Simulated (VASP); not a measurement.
# KF (Carobbiite) (Fm-3m) in VASP: a series of runs

The runs below take KF (Carobbiite) through single point, with LDA, RPBE.

Program: VASP 6.6.1. These are calculated values, not measurements. Logs are shortened: lines on timing, memory, paths and dates and some standing lists are left out, and cuts for length are marked.

## Step 1: The cell of the first run

The structure is cubic, space group Fm-3m (No. 225). Conventional cell: a = 5.344 Å, b = 5.344 Å, c = 5.344 Å, α = 90.00°, β = 90.00°, γ = 90.00°. K (site symmetry m-3m) has 6 F at 2.67 Å within 3.5 Å. F (site symmetry m-3m) has 6 K at 2.67 Å within 3.5 Å.

## Step 2: Single point, LDA

INCAR

```
SYSTEM = KF
  ALGO = Normal
  EDIFF = 1E-7
  ENCUT = 520
  GGA = CA
  ISIF = 2
  ISMEAR = 0
  ISYM = 0
  LASPH = .True.
  LCHARG = .False.
  LREAL = .False.
  LWAVE = .False.
  NBANDS = 15
  NELM = 60
  PREC = Accurate
  SIGMA = 0.01
```

KPOINTS

```
Automatic mesh
0
Gamma
  9 9 9
  0.5 0.5 0.5
```

POSCAR

```
KF
1.0
    0.0000000000      2.6718500000      2.6718500000
    2.6718500000      0.0000000000      2.6718500000
    2.6718500000      2.6718500000      0.0000000000
K F
1 1
Direct
    0.0000000000      0.0000000000      0.0000000000
    0.5000000000      0.5000000000      0.5000000000
```

Potentials or basis: VASP PAW LDA potentials, release 64 (K_sv, F).

On the command line:

```console
cat potpaw_LDA.64/K_sv/POTCAR potpaw_LDA.64/F/POTCAR > POTCAR
mpirun -np 1 vasp_std > vasp.out
```

OUTCAR:

```text
SYSTEM = KF
   EDIFF = 1E-7
   ENCUT = 520
   GGA = CA
   ISIF = 2
   ISMEAR = 0
   ISYM = 0
   LASPH = .True.
   LREAL = .False.
   NELM = 60
   PREC = Accurate

 ion  position               nearest neighbor table
   1  0.000  0.000  0.000-   2 2.67   2 2.67   2 2.67   2 2.67   2 2.67   2 2.67
   2  0.500  0.500  0.500-   1 2.67   1 2.67   1 2.67   1 2.67   1 2.67   1 2.67

IMPORTANT INFORMATION: All symmetrisations will be switched off!
NOSYMM: (Re-)initialisation of all symmetry stuff for point group C_1.

----------------------------------------------------------------------------------------

                                     Primitive cell

  volume of cell :      38.1475

  direct lattice vectors                    reciprocal lattice vectors
     0.000000000  2.671850000  2.671850000    -0.187136254  0.187136254  0.187136254
     2.671850000  0.000000000  2.671850000     0.187136254 -0.187136254  0.187136254
     2.671850000  2.671850000  0.000000000     0.187136254  0.187136254 -0.187136254

  length of vectors
     3.778566507  3.778566507  3.778566507     0.324129500  0.324129500  0.324129500

  position of ions in fractional coordinates (direct lattice)
     0.000000000  0.000000000  0.000000000
     0.500000000  0.500000000  0.500000000

  ion indices of the primitive-cell ions
   primitive index   ion index
                 1           1
                 2           2

----------------------------------------------------------------------------------------

 KPOINTS: Automatic mesh

Automatic generation of k-mesh.
 Grid dimensions read from file:
 generate k-points for:    9    9    9

 Generating k-lattice:

  Cartesian coordinates                     Fractional coordinates (reciprocal lattice)
    -0.020792917  0.020792917  0.020792917     0.111111111  0.000000000  0.000000000
     0.020792917 -0.020792917  0.020792917     0.000000000  0.111111111  0.000000000
     0.020792917  0.020792917 -0.020792917     0.000000000  0.000000000  0.111111111

  Length of vectors
     0.036014389  0.036014389  0.036014389

  Shift w.r.t. Gamma in fractional coordinates (k-lattice)
     0.500000000  0.500000000  0.500000000

 Subroutine IBZKPT returns following result:
 ===========================================

 Found   1460 irreducible k-points:

 Following reciprocal coordinates:
            Coordinates               Weight
  0.055556  0.055556  0.055556      2.000000
  0.055556  0.000000  0.000000      2.000000
  0.000000  0.000000 -0.055556      2.000000
  0.000000  0.055556  0.000000      2.000000
  0.166667  0.055556  0.055556      2.000000
  0.055556  0.166667  0.055556      2.000000
[... 16 lines left out ...]
  0.000000  0.222222 -0.055556      2.000000
  0.222222  0.000000 -0.055556      2.000000
 [... further k-points ...]
   k-points           NKPTS =   1460   k-points in BZ     NKDIM =   1460   number of bands    NBANDS=     15
   number of dos      NEDOS =    301   number of ions     NIONS =      2
   total plane-waves  NPLWV =  21952
   dimension x,y,z NGX =    28 NGY =   28 NGZ =   28
   dimension x,y,z NGXF=    56 NGYF=   56 NGZF=   56
   ions per type =               1   1
   NGX,Y,Z   is equivalent  to a cutoff of  12.32, 12.32, 12.32 a.u.
   NGXF,Y,Z  is equivalent  to a cutoff of  24.64, 24.64, 24.64 a.u.
 SYSTEM =  KF
   PREC   = accura    normal or accurate (medium, high low for compatibility)
   ISTART =      0    job   : 0-new  1-cont  2-samecut
   ICHARG =      2    charge: 1-file 2-atom 10-const
   ISPIN  =      1    spin polarized calculation?
   LNONCOLLINEAR =      F non collinear calculations
   LSORBIT =      F    spin-orbit coupling
   LASPH  =      T    aspherical Exc in radial PAW
   ENCUT  =  520.0 eV  38.22 Ry    6.18 a.u.   7.03  7.03  7.03*2*pi/ulx,y,z
   NELM   =     60;   NELMIN=  2; NELMDL= -5     # of ELM steps
   EDIFF  = 0.1E-06   stopping-criterion for ELM
   LREAL  =      F    real-space projection
   EDIFFG = 0.1E-05   stopping-criterion for IOM
   NSW    =      0    number of steps for IOM
   IBRION =     -1    ionic relax: 0-MD 1-quasi-New 2-CG
   NFREE  =      0    steps in history (QN), initial steepest desc. (CG)
   ISIF   =      2    stress and relaxation
   ISYM   =      0    0-nonsym 1-usesym 2-fastsym
   POTIM  = 0.5000    time-step for ionic-motion
   TEBEG  =    0.0;   TEEND  =   0.0 temperature during run
   PSTRESS=    0.0 pullay stress
   NELECT =      16.0000    total number of electrons
   NUPDOWN=      -1.0000    fix difference up-down
   EMIN   =  10.00;   EMAX   =-10.00  energy-range for DOS
   EFERMI =   0.00;   METHOD = LEGACY
   ISMEAR =     0;   SIGMA  =   0.01  broadening in eV -4-tet -1-fermi 0-gaus
   EFERMI_NEDOS =   21; number of points for ismear=-14 and -15
   IALGO  =     38    algorithm
   IMIX   =      4    mixing-type and parameters
     AMIX     =   0.40;   BMIX     =  1.00
     AMIX_MAG =   1.60;   BMIX_MAG =  1.00
  volume/ion in A,a.u.               =      19.07       128.72
  Fermi-wavevector in a.u.,A,eV,Ry     =   1.225442  2.315750 20.431978  1.501708
  Thomas-Fermi vector in A             =   2.360480
   LORBIT       =      0    0 simple, 1 ext, 2 COOP (PROOUT), +10 PAW based schemes
   GGA     = CA    functional components
   LHFCALC =     F    Hartree Fock is set to
   AEXX    =    0.0000 exact exchange contribution
   IVDW    =     0    specifies the selected vdW correction
   LEPSILON=     F    determine dielectric tensor
   LRPA    =     F    only Hartree local field effects (RPA)
 non-spin polarized calculation
 Gauss-broadening in eV      SIGMA  =   0.01
  energy-cutoff  :      520.00
  volume of cell :       38.15
 maximum number of plane-waves:      1040
   NGX = 13   NGY = 13   NGZ = 13

 number of electron      16.0000002 magnetization

 Free energy of the ion-electron system (eV)
  ---------------------------------------------------
  ext. energy  EPLUGINS =         0.00000000
  ---------------------------------------------------
  free energy    TOTEN  =        -9.03421639 eV

  energy without entropy =       -9.03421639  energy(sigma->0) =       -9.03421639

 E-fermi :  -3.1886     XC(G=0):  -9.1220

 val. band max:       -3.2433061693   @ k =   0.0556   0.0556   0.0556
 cond. band min:       2.6507246744   @ k =   0.0556   0.0556   0.0556
 fundamental gap:      5.8940308437
 Fermi energy:        -3.1885782909

 k-point     1 :       0.0556    0.0556    0.0556
  band No.  band energies     occupation
      1     -28.8605      2.00000
      2     -21.4514      2.00000
      3     -12.3450      2.00000
      4     -12.3372      2.00000
      5     -12.3372      2.00000
      6      -3.2643      2.00000
      7      -3.2433      2.00000
      8      -3.2433      2.00000
      9       2.6507      0.00000
     10       7.2159      0.00000
     11       7.3263      0.00000
     12       7.3263      0.00000
     13       9.0443      0.00000
     14       9.0443      0.00000
     15      13.3181      0.00000

 k-point     2 :       0.0556    0.0000    0.0000
  band No.  band energies     occupation
      1     -28.8605      2.00000
      2     -21.4514      2.00000
      3     -12.3450      2.00000
      4     -12.3372      2.00000
      5     -12.3372      2.00000
      6      -3.2643      2.00000
      7      -3.2433      2.00000
      8      -3.2433      2.00000
      9       2.6507      0.00000
     10       7.2159      0.00000
     11       7.3263      0.00000
     12       7.3263      0.00000
     13       9.0443      0.00000
     14       9.0443      0.00000
     15      13.3181      0.00000

 k-point     3 :       0.0000    0.0000   -0.0556
  band No.  band energies     occupation
      1     -28.8605      2.00000
      2     -21.4514      2.00000
      3     -12.3450      2.00000
      4     -12.3372      2.00000
      5     -12.3372      2.00000
      6      -3.2643      2.00000
      7      -3.2433      2.00000
      8      -3.2433      2.00000
      9       2.6507      0.00000
     10       7.2159      0.00000
     11       7.3263      0.00000
     12       7.3263      0.00000
     13       9.0443      0.00000
     14       9.0443      0.00000
     15      13.3181      0.00000

 k-point     4 :       0.0000    0.0556    0.0000
  band No.  band energies     occupation
      1     -28.8605      2.00000
      2     -21.4514      2.00000
      3     -12.3450      2.00000
      4     -12.3372      2.00000
      5     -12.3372      2.00000
      6      -3.2643      2.00000
      7      -3.2433      2.00000
      8      -3.2433      2.00000
      9       2.6507      0.00000
     10       7.2159      0.00000
     11       7.3263      0.00000
     12       7.3263      0.00000
     13       9.0443      0.00000
     14       9.0443      0.00000
     15      13.3181      0.00000
[... 307 lines left out ...]
 k-point    22 :       0.0556   -0.2222    0.0000
  band No.  band energies     occupation
      1     -28.8128      2.00000
      2     -21.4949      2.00000
      3     -12.4770      2.00000
      4     -12.3797      2.00000
      5     -12.3428      2.00000
      6      -3.6948      2.00000
      7      -3.4389      2.00000
      8      -3.3653      2.00000
      9       4.0537      0.00000
     10       6.5656      0.00000
     11       7.9698      0.00000
     12       8.1104      0.00000
     13       9.5661      0.00000
     14       9.6243      0.00000
     15      15.2041      0.00000

 k-point    23 :       0.0000    0.2222   -0.0556
  band No.  band energies     occupation
      1     -28.8128      2.00000
      2     -21.4949      2.00000
      3     -12.4770      2.00000
      4     -12.3797      2.00000
      5     -12.3428      2.00000
      6      -3.6948      2.00000
      7      -3.4389      2.00000
      8      -3.3653      2.00000
      9       4.0537      0.00000
     10       6.5656      0.00000
     11       7.9698      0.00000
     12       8.1104      0.00000
     13       9.5661      0.00000
     14       9.6243      0.00000
     15      15.2041      0.00000

 k-point    24 :       0.2222    0.0000   -0.0556
  band No.  band energies     occupation
      1     -28.8128      2.00000
      2     -21.4949      2.00000
      3     -12.4770      2.00000
      4     -12.3797      2.00000
      5     -12.3428      2.00000
      6      -3.6948      2.00000
      7      -3.4389      2.00000
      8      -3.3653      2.00000
      9       4.0537      0.00000
     10       6.5656      0.00000
     11       7.9698      0.00000
     12       8.1104      0.00000
     13       9.5661      0.00000
     14       9.6243      0.00000
     15      15.2041      0.00000

 [... further k-points ...]
[... 5 lines left out ...]
  --------------------------------------------------------------------------------------
  -------------------------------------------------------------------------------------
  Total       -0.8104781     -0.8104781     -0.8104781      0.0000069      0.0000069      0.0000069
  in kB      -34.0396943    -34.0396950    -34.0396925      0.0002908      0.0002901      0.0002898
  external PRESSURE =     -34.0396939 kB  Pullay stress =       0.0000000 kB

 VOLUME and BASIS-vectors are now :
 -----------------------------------------------------------------------------
  energy-cutoff  :      520.00
  volume of cell :       38.15
      direct lattice vectors                 reciprocal lattice vectors
     0.000000000  2.671850000  2.671850000    -0.187136254  0.187136254  0.187136254
     2.671850000  0.000000000  2.671850000     0.187136254 -0.187136254  0.187136254
     2.671850000  2.671850000  0.000000000     0.187136254  0.187136254 -0.187136254

 POSITION                                       TOTAL-FORCE (eV/Angst)
 -----------------------------------------------------------------------------------
      0.00000      0.00000      0.00000         0.000000     -0.000000      0.000000
      2.67185      2.67185      2.67185        -0.000000      0.000000     -0.000000
 -----------------------------------------------------------------------------------
    total drift:                               -0.000000      0.000000     -0.000000

  FREE ENERGIE OF THE ION-ELECTRON SYSTEM (eV)
  ---------------------------------------------------
  free  energy   TOTEN  =        -9.0342163928 eV

  energy  without entropy=       -9.0342163928  energy(sigma->0) =       -9.03421639
```

It took 6.8 min on 1 thread of AMD EPYC 9R45 (Zen 5), shared host; peak memory 0.75 GiB.

Results:

```yaml
Free_energy: -9.0342 eV
Pressure: -3.4 GPa
Band_gap_on_the_k_mesh: 5.89 eV, direct
```

Levels at points of the mesh, in eV from the valence-band top:
| k point | band 4 | band 5 | band 6 | band 7 | band 8 | band 9 | band 10 | band 11 | band 12 | band 13 |
| --- | --- | --- | --- | --- | --- | --- | --- | --- | --- | --- |
| (0.50, 0.50, 0.50) | -9.13 | -9.13 | -0.83 | -0.35 | -0.35 | 8.79 | 10.23 | 11.98 | 11.98 | 14.33 |
| (0.50, 0.00, 0.00) | -9.13 | -9.13 | -0.83 | -0.35 | -0.35 | 8.79 | 10.23 | 11.98 | 11.98 | 14.33 |
| (0.00, 0.00, 0.50) | -9.13 | -9.13 | -0.83 | -0.35 | -0.35 | 8.79 | 10.23 | 11.98 | 11.98 | 14.33 |
| (0.00, 0.50, 0.00) | -9.13 | -9.13 | -0.83 | -0.35 | -0.35 | 8.79 | 10.23 | 11.98 | 11.98 | 14.33 |

A k mesh can miss the band edges. LDA gaps usually lie below the measured ones, often by a third to a half.

(Continued in part 2 of 2.)
